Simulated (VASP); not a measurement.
# W2I (P6/mmm) in VASP: a series of runs

Runs on W2I. Level: PBE. Tasks: single point, relaxation of cell and atoms.

Program: VASP 6.6.1. These are calculated values, not measurements. Logs are shortened: lines on timing, memory, paths and dates and some standing lists are left out, and cuts for length are marked.

## Step 1: The cell of the first run

It takes space group P6/mmm (No. 191, hexagonal). The conventional cell has a = 4.574 Å, b = 4.574 Å, c = 3.303 Å, α = 90.00°, β = 90.00°, γ = 120.00°. Within 3.5 Å of W (site symmetry -6m2) lie 5 W at 2.64 to 3.30 Å and 6 I at 3.11 Å. Within 4.1 Å of I (site symmetry 6/mmm) lie 12 W at 3.11 Å and 2 I at 3.30 Å.

## Step 2: Single point, PBE

File INCAR:

```
ALGO = Normal
EDIFF = 1E-7
ENCUT = 520
GGA = PE
ISIF = 2
ISMEAR = 0
LASPH = T
LCHARG = F
LREAL = F
LWAVE = F
NBANDS = 24
NELM = 60
PREC = Accurate
SIGMA = 0.1
```

File KPOINTS:

```
k-points
0
Gamma
  12 12 14
```

File POSCAR:

```
W2I
1.0
    4.5744132864      0.0000000000      0.0000000000
   -2.2872066432      3.9615581135      0.0000000000
    0.0000000000      0.0000000000      3.3029879834
W I
2 1
Direct
    0.3333333333      0.6666666667      0.5000000000
    0.6666666667      0.3333333333      0.5000000000
    0.0000000000      0.0000000000      0.0000000000
```

Potentials or basis: VASP PAW PBE potentials, release 64 (W_sv, I).

Run with:

```sh
$ cat potpaw_PBE.64/W_sv/POTCAR potpaw_PBE.64/I/POTCAR > POTCAR
$ mpirun -np 1 vasp_std > vasp.out
```

OUTCAR:

```text
EDIFF = 1E-7
   ENCUT = 520
   GGA = PE
   ISIF = 2
   ISMEAR = 0
   LASPH = T
   LREAL = F
   NELM = 60
   PREC = Accurate

 ion  position               nearest neighbor table
   1  0.333  0.667  0.500-   2 2.64   2 2.64   2 2.64   3 3.11   3 3.11   3 3.11   3 3.11   3 3.11
                             3 3.11
   2  0.667  0.333  0.500-   1 2.64   1 2.64   1 2.64   3 3.11   3 3.11   3 3.11   3 3.11   3 3.11
                             3 3.11
   3  0.000  0.000  0.000-   1 3.11   2 3.11   1 3.11   2 3.11   2 3.11   2 3.11   1 3.11   1 3.11
                             2 3.11   2 3.11   1 3.11   1 3.11

  LATTYP: Found a hexagonal cell.
 ALAT       =     4.5744132864
 C/A-ratio  =     0.7220571856

  Lattice vectors:

 A1 = (   4.5744132864,   0.0000000000,   0.0000000000)
 A2 = (  -2.2872066432,   3.9615581135,   0.0000000000)
 A3 = (   0.0000000000,   0.0000000000,   3.3029879834)

Analysis of symmetry for initial positions (statically):
=====================================================================
 Subroutine PRICEL returns:
 Original cell was already a primitive cell.

 Routine SETGRP: Setting up the symmetry group for a
 hexagonal supercell.

 Subroutine GETGRP returns: Found 24 space group operations
 (whereof 24 operations were pure point group operations)
 out of a pool of 24 trial point group operations.

The static configuration has the point symmetry D_6h.

Analysis of symmetry for dynamics (positions and initial velocities):
=====================================================================
 Subroutine PRICEL returns:
 Original cell was already a primitive cell.

 Routine SETGRP: Setting up the symmetry group for a
 hexagonal supercell.

 Subroutine GETGRP returns: Found 24 space group operations
 (whereof 24 operations were pure point group operations)
 out of a pool of 24 trial point group operations.

The dynamic configuration has the point symmetry D_6h.

 Subroutine INISYM returns: Found 24 space group operations
 (whereof 24 operations are pure point group operations),
 and found     1 'primitive' translations

----------------------------------------------------------------------------------------

                                     Primitive cell

  volume of cell :      59.8561

  direct lattice vectors                    reciprocal lattice vectors
     4.574413286  0.000000000  0.000000000     0.218607270  0.126212966  0.000000000
    -2.287206643  3.961558114  0.000000000     0.000000000  0.252425932  0.000000000
     0.000000000  0.000000000  3.302987983     0.000000000  0.000000000  0.302756173

  length of vectors
     4.574413286  4.574413286  3.302987983     0.252425932  0.252425932  0.302756173

  position of ions in fractional coordinates (direct lattice)
     0.333333333  0.666666667  0.500000000
     0.666666667  0.333333333  0.500000000
     0.000000000  0.000000000  0.000000000

  ion indices of the primitive-cell ions
   primitive index   ion index
                 1           1
                 2           2
                 3           3

----------------------------------------------------------------------------------------

 KPOINTS: k-points

Automatic generation of k-mesh.
 Grid dimensions read from file:
 generate k-points for:   12   12   14

 Generating k-lattice:

  Cartesian coordinates                     Fractional coordinates (reciprocal lattice)
     0.018217272  0.010517747  0.000000000     0.083333333  0.000000000  0.000000000
     0.000000000  0.021035494  0.000000000     0.000000000  0.083333333  0.000000000
     0.000000000  0.000000000  0.021625441     0.000000000  0.000000000  0.071428571

  Length of vectors
     0.021035494  0.021035494  0.021625441

  Shift w.r.t. Gamma in fractional coordinates (k-lattice)
     0.000000000  0.000000000  0.000000000

 Subroutine IBZKPT returns following result:
 ===========================================

 Found    152 irreducible k-points:

 Following reciprocal coordinates:
            Coordinates               Weight
  0.000000  0.000000  0.000000      1.000000
  0.083333 -0.000000  0.000000      6.000000
  0.166667  0.000000  0.000000      6.000000
  0.250000 -0.000000  0.000000      6.000000
  0.333333  0.000000  0.000000      6.000000
  0.416667  0.000000  0.000000      6.000000
[... 16 lines left out ...]
  0.250000 -0.000000  0.071429     12.000000
  0.333333  0.000000  0.071429     12.000000
 [... further k-points ...]
   k-points           NKPTS =    152   k-points in BZ     NKDIM =    152   number of bands    NBANDS=     24
   number of dos      NEDOS =    301   number of ions     NIONS =      3
   total plane-waves  NPLWV =  36288
   dimension x,y,z NGX =    36 NGY =   36 NGZ =   28
   dimension x,y,z NGXF=    72 NGYF=   72 NGZF=   56
   ions per type =               2   1
   NGX,Y,Z   is equivalent  to a cutoff of  13.08, 13.08, 14.09 a.u.
   NGXF,Y,Z  is equivalent  to a cutoff of  26.17, 26.17, 28.19 a.u.
 SYSTEM =  unknown system
   PREC   = accura    normal or accurate (medium, high low for compatibility)
   ISTART =      0    job   : 0-new  1-cont  2-samecut
   ICHARG =      2    charge: 1-file 2-atom 10-const
   ISPIN  =      1    spin polarized calculation?
   LNONCOLLINEAR =      F non collinear calculations
   LSORBIT =      F    spin-orbit coupling
   LASPH  =      T    aspherical Exc in radial PAW
   ENCUT  =  520.0 eV  38.22 Ry    6.18 a.u.   8.51  8.51  6.14*2*pi/ulx,y,z
   NELM   =     60;   NELMIN=  2; NELMDL= -5     # of ELM steps
   EDIFF  = 0.1E-06   stopping-criterion for ELM
   LREAL  =      F    real-space projection
   EDIFFG = 0.1E-05   stopping-criterion for IOM
   NSW    =      0    number of steps for IOM
   IBRION =     -1    ionic relax: 0-MD 1-quasi-New 2-CG
   NFREE  =      0    steps in history (QN), initial steepest desc. (CG)
   ISIF   =      2    stress and relaxation
   ISYM   =      2    0-nonsym 1-usesym 2-fastsym
   POTIM  = 0.5000    time-step for ionic-motion
   TEBEG  =    0.0;   TEEND  =   0.0 temperature during run
   PSTRESS=    0.0 pullay stress
   NELECT =      35.0000    total number of electrons
   NUPDOWN=      -1.0000    fix difference up-down
   EMIN   =  10.00;   EMAX   =-10.00  energy-range for DOS
   EFERMI =   0.00;   METHOD = LEGACY
   ISMEAR =     0;   SIGMA  =   0.10  broadening in eV -4-tet -1-fermi 0-gaus
   EFERMI_NEDOS =   21; number of points for ismear=-14 and -15
   IALGO  =     38    algorithm
   IMIX   =      4    mixing-type and parameters
     AMIX     =   0.40;   BMIX     =  1.00
     AMIX_MAG =   1.60;   BMIX_MAG =  1.00
  volume/ion in A,a.u.               =      19.95       134.64
  Fermi-wavevector in a.u.,A,eV,Ry     =   1.368972  2.586983 25.498482  1.874086
  Thomas-Fermi vector in A             =   2.494889
   LORBIT       =      0    0 simple, 1 ext, 2 COOP (PROOUT), +10 PAW based schemes
   GGA     = PE    functional components
   LHFCALC =     F    Hartree Fock is set to
   AEXX    =    0.0000 exact exchange contribution
   IVDW    =     0    specifies the selected vdW correction
   LEPSILON=     F    determine dielectric tensor
   LRPA    =     F    only Hartree local field effects (RPA)
 non-spin polarized calculation
 Gauss-broadening in eV      SIGMA  =   0.10
  energy-cutoff  :      520.00
  volume of cell :       59.86
 maximum number of plane-waves:      1650
 NGX is ok and might be reduce to    36
   NGX = 17   NGY = 17   NGZ = 13

 number of electron      35.0000003 magnetization

 Free energy of the ion-electron system (eV)
  ---------------------------------------------------
  ext. energy  EPLUGINS =         0.00000000
  ---------------------------------------------------
  free energy    TOTEN  =       -22.30392857 eV

  energy without entropy =      -22.29156817  energy(sigma->0) =      -22.29774837

 E-fermi :  10.5008     XC(G=0): -12.1107

 val. band max:       10.4967122772   @ k =   0.3333   0.2500   0.2143
 cond. band min:      10.5112587967   @ k =   0.2500   0.0833   0.0000
 fundamental gap:      0.0145465196
 Fermi energy:        10.5008105253

 k-point     1 :       0.0000    0.0000    0.0000
  band No.  band energies     occupation
      1     -63.3915      2.00000
      2     -63.2539      2.00000
      3     -27.9272      2.00000
      4     -27.9272      2.00000
      5     -27.6779      2.00000
      6     -27.4815      2.00000
[... 16 lines left out ...]
     23      13.0557      0.00000
     24      13.9777      0.00000

 k-point     2 :       0.0833   -0.0000    0.0000
  band No.  band energies     occupation
      1     -63.3894      2.00000
      2     -63.2560      2.00000
      3     -27.9322      2.00000
      4     -27.9176      2.00000
      5     -27.6749      2.00000
      6     -27.4845      2.00000
[... 16 lines left out ...]
     23      12.9774      0.00000
     24      14.2226      0.00000

 k-point     3 :       0.1667    0.0000    0.0000
  band No.  band energies     occupation
      1     -63.3834      2.00000
      2     -63.2621      2.00000
      3     -27.9456      2.00000
      4     -27.8901      2.00000
      5     -27.6663      2.00000
      6     -27.4932      2.00000
[... 16 lines left out ...]
     23      12.9021      0.00000
     24      14.7858      0.00000
[... 514 lines left out ...]
 k-point    23 :       0.2500   -0.0000    0.0714
  band No.  band energies     occupation
      1     -63.3739      2.00000
      2     -63.2713      2.00000
      3     -27.9623      2.00000
      4     -27.8479      2.00000
      5     -27.6602      2.00000
      6     -27.5130      2.00000
[... 16 lines left out ...]
     23      13.1679      0.00000
     24      15.2147      0.00000

 k-point    24 :       0.3333    0.0000    0.0714
  band No.  band energies     occupation
      1     -63.3624      2.00000
      2     -63.2829      2.00000
      3     -27.9790      2.00000
      4     -27.7997      2.00000
      5     -27.6436      2.00000
      6     -27.5297      2.00000
[... 16 lines left out ...]
     23      13.3221      0.00000
     24      15.4982      0.00000

 [... further k-points ...]

------------------------ aborting loop because EDIFF is reached ----------------------------------------

  FORCE on cell =-STRESS in cart. coord.  units (eV):
  Direction    XX          YY          ZZ          XY          YZ          ZX
  --------------------------------------------------------------------------------------
  -------------------------------------------------------------------------------------
  Total        0.0938581      0.0938581     -0.0227616      0.0000000     -0.0000000      0.0000000
  in kB        2.5123152      2.5123152     -0.6092632      0.0000000     -0.0000000      0.0000000
  external PRESSURE =       1.4717891 kB  Pullay stress =       0.0000000 kB

 VOLUME and BASIS-vectors are now :
 -----------------------------------------------------------------------------
  energy-cutoff  :      520.00
  volume of cell :       59.86
      direct lattice vectors                 reciprocal lattice vectors
     4.574413286  0.000000000  0.000000000     0.218607270  0.126212966  0.000000000
    -2.287206643  3.961558114  0.000000000     0.000000000  0.252425932  0.000000000
     0.000000000  0.000000000  3.302987983     0.000000000  0.000000000  0.302756173

 POSITION                                       TOTAL-FORCE (eV/Angst)
 -----------------------------------------------------------------------------------
     -0.00000      2.64104      1.65149         0.000000      0.000000      0.000000
      2.28721      1.32052      1.65149        -0.000000      0.000000     -0.000000
      0.00000      0.00000      0.00000        -0.000000      0.000000     -0.000000
 -----------------------------------------------------------------------------------
    total drift:                                0.000000     -0.000000     -0.000000

  FREE ENERGIE OF THE ION-ELECTRON SYSTEM (eV)
  ---------------------------------------------------
  free  energy   TOTEN  =       -22.3039285701 eV

  energy  without entropy=      -22.2915681655  energy(sigma->0) =      -22.29774837
```

Wall time 2.6 min (1 thread of AMD EPYC 7R13 (Zen 3), shared host); peak memory 0.3 GiB.

What came out:

- Free energy: -22.3039 eV
- Pressure: 0.1 GPa
- Band gap on the k mesh: zero (an odd number of electrons rules out a gap without spin polarisation)

Caveat: spin-orbit coupling is left out, which moves the levels of the heavy elements.

## Step 3: Relaxation of cell and atoms, PBE

This run uses another cell than the first one, of 25.12 Å³/atom.

File INCAR:

```
SYSTEM = W2I
ALGO = Normal ; EDIFF = 1E-7
EDIFFG = -0.04 ; ENCUT = 600
GGA = PE ; IBRION = 2
ISIF = 3 ; ISMEAR = 0
LASPH = .True. ; LCHARG = .False.
LREAL = .False. ; LWAVE = .False.
NELM = 60 ; NSW = 90
PREC = Accurate ; SIGMA = 0.1
```

File KPOINTS:

```
k-points
0
Gamma
  6 6 6
  0 0 0
```

File POSCAR:

```
W2I
1.0
    5.1536803841      0.0000000000      0.0000000000
   -2.5768401921      4.4632181357      0.0000000000
    0.0000000000      0.0000000000      3.2761459202
W I
2 1
Direct
    0.3333333333      0.6666666667      0.5000000000
    0.6666666667      0.3333333333      0.5000000000
    0.0000000000      0.0000000000      0.0000000000
```

Potentials or basis: VASP PAW PBE potentials, release 64 (W_sv, I).

Run with:

```sh
$ cat potpaw_PBE.64/W_sv/POTCAR potpaw_PBE.64/I/POTCAR > POTCAR
$ mpirun -np 1 vasp_std > vasp.out
```

Wall time 6 min (1 thread of AMD EPYC 7R13 (Zen 3), shared host); peak memory 0.22 GiB.

Results (log left out):

```
Free energy                           : -22.3570 eV
Relaxed volume                        : 19.92 Å³/atom
Relaxed cell                          : a = 4.583 Å, b = 4.583 Å, c = 3.285 Å, α = 90.00°, β = 90.00°, γ = 120.00°
Space group after relaxing (to 0.1 Å) : P6/mmm (No. 191)
Energy gained by relaxing             : 520.0 meV/atom
Ionic steps                           : 11
Pressure after relaxing               : 0.0 GPa
Band gap on the k mesh                : zero (an odd number of electrons rules out a gap without spin polarisation)
```

Stress tensor (GPa, compression positive):
```
-0.08  0.00  0.00
 0.00 -0.08  0.00
 0.00  0.00  0.16
```

The path:
```csv
step,energy change (eV),largest force (eV/Å),pressure (GPa),volume (Å³)
1,0.0000,0.0000,-20.93,75.36
2,1.2621,0.0000,79.81,44.81
3,-1.4484,0.0000,-1.12,59.64
4,-1.4530,0.0000,0.17,59.12
5,-1.4538,0.0000,0.93,58.82
6,-1.5299,0.0000,0.36,59.14
7,-1.5079,0.0000,2.72,59.56
8,-1.5584,0.0000,1.11,59.36
9,-1.5586,0.0000,1.03,59.35
10,-1.5556,0.0000,-1.79,60.51
11,-1.5599,0.0000,0.00,59.76
```

Final structure:
```yaml
crystal:
  lattice:
    - [4.58319, 0.00000, 0.00000]
    - [-2.29159, 3.96916, 0.00000]
    - [0.00000, 0.00000, 3.28486]
  atoms:
    - { symbol: W, position: [0.33333, 0.66667, 0.50000] }
    - { symbol: W, position: [0.66667, 0.33333, 0.50000] }
    - { symbol: I, position: [0.00000, 0.00000, 0.00000] }
```

Levels at points of the mesh, in eV from the Fermi level:
```
           k point  band 14  band 15  band 16  band 17  band 18  band 19  band 20  band 21
(0.00, 0.00, 0.00)    -1.93    -1.38    -0.98    -0.98    -0.44    -0.44     1.90     1.90
(0.50, 0.00, 0.00)    -2.15    -1.96    -1.81    -0.96     1.29     1.35     1.62     1.85
(0.00, 0.00, 0.50)    -3.09    -1.82    -1.82    -0.25    -0.25    -0.23     0.98     3.41
(0.50, 0.00, 0.50)    -2.52    -2.20    -1.52     1.07     1.19     1.52     2.34     2.66
```

Caveat: the volume moved by over 15 % at a fixed basis, so the end points are rough; spin-orbit coupling is left out, which moves the levels of the heavy elements.

The gap in the log of VASP goes by the Fermi energy; the results here count the filled bands.